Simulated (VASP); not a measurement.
# Co (P6_3/mmc) in VASP: single point with PBE

Aim: the single point of Co with PBE.

Program: VASP 6.6.1. These are calculated values, not measurements. Logs are shortened: lines on timing, memory, paths and dates and some standing lists are left out, and cuts for length are marked.

## (1) The cell of the first run

Symmetry: P6_3/mmc, No. 194, hexagonal system. Conventional cell: a = 2.493 Å, b = 2.493 Å, c = 4.037 Å, α = 90.00°, β = 90.00°, γ = 120.00°. Co (site symmetry -6m2) has 12 Co at 2.48 to 2.49 Å within 3.3 Å.

## (2) Single point, PBE, collinear spin, ferromagnetic start

INCAR reads:

```
SYSTEM = Co
ALGO = Normal
EDIFF = 1E-6
ENCUT = 520
GGA = PE
ISIF = 2
ISMEAR = -1
ISPIN = 2
LASPH = .True.
LCHARG = .False.
LMAXMIX = 4
LORBIT = 11
LREAL = .False.
LWAVE = .False.
MAGMOM = 1.7 1.7
NBANDS = 20
NELM = 150
PREC = Accurate
SIGMA = 0.1
```

KPOINTS reads:

```
k-points
0
Gamma
  20 20 11
  0 0 0
```

POSCAR reads:

```
Co
1.0
    2.4930397963      0.0000000000      0.0000000000
   -1.2465198982      2.1590357963      0.0000000000
    0.0000000000      0.0000000000      4.0369295231
Co
2
Direct
    0.3333333333      0.6666666667      0.2500000000
    0.6666666667      0.3333333333      0.7500000000
```

Potentials or basis: VASP PAW PBE potentials, release 64 (Co).

Run with:

```bash
cat potpaw_PBE.64/Co/POTCAR > POTCAR
mpirun -np 1 vasp_std > vasp.out
```

OUTCAR:

```text
SYSTEM = Co
   EDIFF = 1E-6
   ENCUT = 520
   GGA = PE
   ISIF = 2
   ISMEAR = -1
   ISPIN = 2
   LASPH = .True.
   LORBIT = 11
   LREAL = .False.
   NELM = 150
   PREC = Accurate

 ion  position               nearest neighbor table
   1  0.333  0.667  0.250-   2 2.48   2 2.48   2 2.48   2 2.48   2 2.48   2 2.48
   2  0.667  0.333  0.750-   1 2.48   1 2.48   1 2.48   1 2.48   1 2.48   1 2.48

  LATTYP: Found a hexagonal cell.
 ALAT       =     2.4930397963
 C/A-ratio  =     1.6192800167

  Lattice vectors:

 A1 = (   2.4930397963,   0.0000000000,   0.0000000000)
 A2 = (  -1.2465198982,   2.1590357963,   0.0000000000)
 A3 = (   0.0000000000,   0.0000000000,   4.0369295231)

Analysis of symmetry for initial positions (statically):
=====================================================================
 Subroutine PRICEL returns:
 Original cell was already a primitive cell.

 Routine SETGRP: Setting up the symmetry group for a
 hexagonal supercell.

 Subroutine GETGRP returns: Found 24 space group operations
 (whereof 12 operations were pure point group operations)
 out of a pool of 24 trial point group operations.

The static configuration has the point symmetry D_3d.
 The point group associated with its full space group is D_6h.

Analysis of symmetry for dynamics (positions and initial velocities):
=====================================================================
 Subroutine PRICEL returns:
 Original cell was already a primitive cell.

 Routine SETGRP: Setting up the symmetry group for a
 hexagonal supercell.

 Subroutine GETGRP returns: Found 24 space group operations
 (whereof 12 operations were pure point group operations)
 out of a pool of 24 trial point group operations.

The dynamic configuration has the point symmetry D_3d.
 The point group associated with its full space group is D_6h.

Analysis of structural, dynamic, and magnetic symmetry:
=====================================================================
 Subroutine PRICEL returns:
 Original cell was already a primitive cell.

 Routine SETGRP: Setting up the symmetry group for a
 hexagonal supercell.

 Subroutine GETGRP returns: Found 24 space group operations
 (whereof 12 operations were pure point group operations)
 out of a pool of 24 trial point group operations.

The overall configuration has the point symmetry D_3d.
 The point group associated with its full space group is D_6h.

 Subroutine INISYM returns: Found 24 space group operations
 (whereof 12 operations are pure point group operations),
 and found     1 'primitive' translations

----------------------------------------------------------------------------------------

                                     Primitive cell

  volume of cell :      21.7290

  direct lattice vectors                    reciprocal lattice vectors
     2.493039796  0.000000000  0.000000000     0.401116742  0.231584859  0.000000000
    -1.246519898  2.159035796  0.000000000     0.000000000  0.463169718  0.000000000
     0.000000000  0.000000000  4.036929523     0.000000000  0.000000000  0.247713019

  length of vectors
     2.493039796  2.493039796  4.036929523     0.463169718  0.463169718  0.247713019

  position of ions in fractional coordinates (direct lattice)
     0.333333333  0.666666667  0.250000000
     0.666666667  0.333333333  0.750000000

  ion indices of the primitive-cell ions
   primitive index   ion index
                 1           1
                 2           2

----------------------------------------------------------------------------------------

 KPOINTS: k-points

Automatic generation of k-mesh.
 Grid dimensions read from file:
 generate k-points for:   20   20   11

 Generating k-lattice:

  Cartesian coordinates                     Fractional coordinates (reciprocal lattice)
     0.020055837  0.011579243  0.000000000     0.050000000  0.000000000  0.000000000
     0.000000000  0.023158486  0.000000000     0.000000000  0.050000000  0.000000000
     0.000000000  0.000000000  0.022519365     0.000000000  0.000000000  0.090909091

  Length of vectors
     0.023158486  0.023158486  0.022519365

  Shift w.r.t. Gamma in fractional coordinates (k-lattice)
     0.000000000  0.000000000  0.000000000

 Subroutine IBZKPT returns following result:
 ===========================================

 Found    264 irreducible k-points:

 Following reciprocal coordinates:
            Coordinates               Weight
  0.000000  0.000000  0.000000      1.000000
  0.050000  0.000000  0.000000      6.000000
  0.100000  0.000000  0.000000      6.000000
  0.150000  0.000000  0.000000      6.000000
  0.200000  0.000000  0.000000      6.000000
  0.250000  0.000000  0.000000      6.000000
[... 16 lines left out ...]
  0.200000  0.100000  0.000000     12.000000
  0.250000  0.100000  0.000000     12.000000
 [... further k-points ...]
   k-points           NKPTS =    264   k-points in BZ     NKDIM =    264   number of bands    NBANDS=     20
   number of dos      NEDOS =    301   number of ions     NIONS =      2
   total plane-waves  NPLWV =  12000
   dimension x,y,z NGX =    20 NGY =   20 NGZ =   30
   dimension x,y,z NGXF=    40 NGYF=   40 NGZF=   60
   ions per type =               2
   NGX,Y,Z   is equivalent  to a cutoff of  13.34, 13.34, 12.35 a.u.
   NGXF,Y,Z  is equivalent  to a cutoff of  26.67, 26.67, 24.71 a.u.
 SYSTEM =  Co
   PREC   = accura    normal or accurate (medium, high low for compatibility)
   ISTART =      0    job   : 0-new  1-cont  2-samecut
   ICHARG =      2    charge: 1-file 2-atom 10-const
   ISPIN  =      2    spin polarized calculation?
   LNONCOLLINEAR =      F non collinear calculations
   LSORBIT =      F    spin-orbit coupling
   LASPH  =      T    aspherical Exc in radial PAW
   ENCUT  =  520.0 eV  38.22 Ry    6.18 a.u.   4.64  4.64  7.51*2*pi/ulx,y,z
   NELM   =    150;   NELMIN=  2; NELMDL= -5     # of ELM steps
   EDIFF  = 0.1E-05   stopping-criterion for ELM
   LREAL  =      F    real-space projection
[... 7 lines left out ...]
   TEBEG  =    0.0;   TEEND  =   0.0 temperature during run
   PSTRESS=    0.0 pullay stress
   NELECT =      18.0000    total number of electrons
   NUPDOWN=      -1.0000    fix difference up-down
   EMIN   =  10.00;   EMAX   =-10.00  energy-range for DOS
   EFERMI =   0.00;   METHOD = LEGACY
   ISMEAR =    -1;   SIGMA  =   0.10  broadening in eV -4-tet -1-fermi 0-gaus
   EFERMI_NEDOS =   21; number of points for ismear=-14 and -15
   IALGO  =     38    algorithm
   IMIX   =      4    mixing-type and parameters
     AMIX     =   0.40;   BMIX     =  1.00
     AMIX_MAG =   1.60;   BMIX_MAG =  1.00
  volume/ion in A,a.u.               =      10.86        73.32
  Fermi-wavevector in a.u.,A,eV,Ry     =   1.537513  2.905479 32.163460  2.363948
  Thomas-Fermi vector in A             =   2.644012
   LORBIT       =     11    0 simple, 1 ext, 2 COOP (PROOUT), +10 PAW based schemes
   GGA     = PE    functional components
   LHFCALC =     F    Hartree Fock is set to
   AEXX    =    0.0000 exact exchange contribution
   IVDW    =     0    specifies the selected vdW correction
   LEPSILON=     F    determine dielectric tensor
   LRPA    =     F    only Hartree local field effects (RPA)
 spin polarized calculation
  energy-cutoff  :      520.00
  volume of cell :       21.73
 maximum number of plane-waves:       600
 NGX is ok and might be reduce to    20
   NGX =  9   NGY =  9   NGZ = 15

 number of electron      17.9999998 magnetization       3.1977359

 Free energy of the ion-electron system (eV)
  ---------------------------------------------------
  ext. energy  EPLUGINS =         0.00000000
  ---------------------------------------------------
  free energy    TOTEN  =       -14.10112783 eV

  energy without entropy =      -14.04068354  energy(sigma->0) =      -14.07090568

 E-fermi :  10.2373     XC(G=0): -13.3957

 val. band max:       10.2332876059   @ k =   0.1000   0.0500   0.1818
 cond. band min:      10.2409295041   @ k =   0.2000   0.1000   0.2727
 fundamental gap:      0.0076418983
 Fermi energy:        10.2372778813

 spin component 1

 k-point     1 :       0.0000    0.0000    0.0000
  band No.  band energies     occupation
      1       1.3379      1.00000
      2       5.1202      1.00000
      3       7.6311      1.00000
      4       7.6577      1.00000
      5       7.6577      1.00000
      6       7.9670      1.00000
[... 12 lines left out ...]
     19      36.1294      0.00000
     20      36.1294      0.00000
[... 507 lines left out ...]
 k-point    24 :       0.2500    0.1000    0.0000
  band No.  band energies     occupation
      1       4.2765      1.00000
      2       6.0352      1.00000
      3       6.3683      1.00000
      4       6.8358      1.00000
      5       7.5802      1.00000
      6       7.7295      1.00000
[... 12 lines left out ...]
     19      34.4987      0.00000
     20      35.4863      0.00000

 [... further k-points ...]

 spin component 2

 k-point     1 :       0.0000    0.0000    0.0000
  band No.  band energies     occupation
      1       1.3304      1.00000
      2       6.0519      1.00000
      3       9.2462      0.99995
      4       9.2824      0.99993
      5       9.2824      0.99993
      6       9.6449      0.99733
[... 12 lines left out ...]
     19      36.4157      0.00000
     20      36.4157      0.00000
[... 507 lines left out ...]
 k-point    24 :       0.2500    0.1000    0.0000
  band No.  band energies     occupation
      1       4.3875      1.00000
      2       7.2607      1.00000
      3       7.5318      1.00000
      4       8.0944      1.00000
      5       9.1876      0.99997
      6       9.2546      0.99995
[... 12 lines left out ...]
     19      34.7998      0.00000
     20      35.8450      0.00000

 [... further k-points ...]

------------------------ aborting loop because EDIFF is reached ----------------------------------------

  FORCE on cell =-STRESS in cart. coord.  units (eV):
  Direction    XX          YY          ZZ          XY          YZ          ZX
  --------------------------------------------------------------------------------------
  -------------------------------------------------------------------------------------
  Total       -0.0928033     -0.0928033     -0.1111831      0.0000000      0.0000000      0.0000000
  in kB       -6.8428022     -6.8428022     -8.1980236      0.0000000      0.0000000      0.0000000
  external PRESSURE =      -7.2945426 kB  Pullay stress =       0.0000000 kB

 VOLUME and BASIS-vectors are now :
 -----------------------------------------------------------------------------
  energy-cutoff  :      520.00
  volume of cell :       21.73
      direct lattice vectors                 reciprocal lattice vectors
     2.493039796  0.000000000  0.000000000     0.401116742  0.231584859  0.000000000
    -1.246519898  2.159035796  0.000000000     0.000000000  0.463169718  0.000000000
     0.000000000  0.000000000  4.036929523     0.000000000  0.000000000  0.247713019

 POSITION                                       TOTAL-FORCE (eV/Angst)
 -----------------------------------------------------------------------------------
     -0.00000      1.43936      1.00923        -0.000000      0.000000      0.000000
      1.24652      0.71968      3.02770         0.000000     -0.000000      0.000000
 -----------------------------------------------------------------------------------
    total drift:                               -0.000000     -0.000000     -0.000000

  FREE ENERGIE OF THE ION-ELECTRON SYSTEM (eV)
  ---------------------------------------------------
  free  energy   TOTEN  =       -14.1011278329 eV

  energy  without entropy=      -14.0406835364  energy(sigma->0) =      -14.07090568

 total charge

# of ion       s       p       d       tot
------------------------------------------
    1        0.488   0.520   7.263   8.270
    2        0.488   0.520   7.263   8.270
--------------------------------------------------
tot          0.976   1.039  14.526  16.541

 magnetization (x)

# of ion       s       p       d       tot
------------------------------------------
    1       -0.015  -0.054   1.689   1.620
    2       -0.015  -0.054   1.689   1.620
--------------------------------------------------
tot         -0.030  -0.108   3.378   3.239
```

It took 4.5 min on 1 thread of Intel Xeon Platinum 8375C at 2.90GHz (Ice Lake), shared host; peak memory 0.26 GiB.

Results:

| Item | Value |
| --- | --- |
| Free energy | -14.1011 eV |
| Pressure | -0.7 GPa |
| Net moment | 3.20 μB per cell |
| Site moments | Co +1.62 μB |
| Valence electrons inside the program's atomic spheres | Co 8.27 |

Stress tensor (GPa, compression positive):
```
-0.68  0.00  0.00
 0.00 -0.68  0.00
 0.00  0.00 -0.82
```

Levels at points of the mesh, in eV from the Fermi level:
Spin up:
| k point | band 8 | band 9 | band 10 | band 11 | band 12 | band 13 | band 14 | band 15 |
| --- | --- | --- | --- | --- | --- | --- | --- | --- |
| (0.00, 0.00, 0.00) | -1.92 | -1.92 | -0.83 | -0.83 | -0.09 | 6.33 | 21.98 | 24.54 |
| (0.50, 0.00, 0.00) | -0.69 | -0.61 | -0.54 | 1.31 | 3.32 | 9.67 | 10.32 | 12.72 |
Spin down:
| k point | band 4 | band 5 | band 6 | band 7 | band 8 | band 9 | band 10 | band 11 |
| --- | --- | --- | --- | --- | --- | --- | --- | --- |
| (0.00, 0.00, 0.00) | -0.95 | -0.95 | -0.59 | -0.59 | -0.16 | -0.16 | -0.15 | 1.05 |
| (0.50, 0.00, 0.00) | -1.84 | -1.10 | -1.03 | -0.62 | 1.17 | 1.30 | 1.34 | 2.53 |
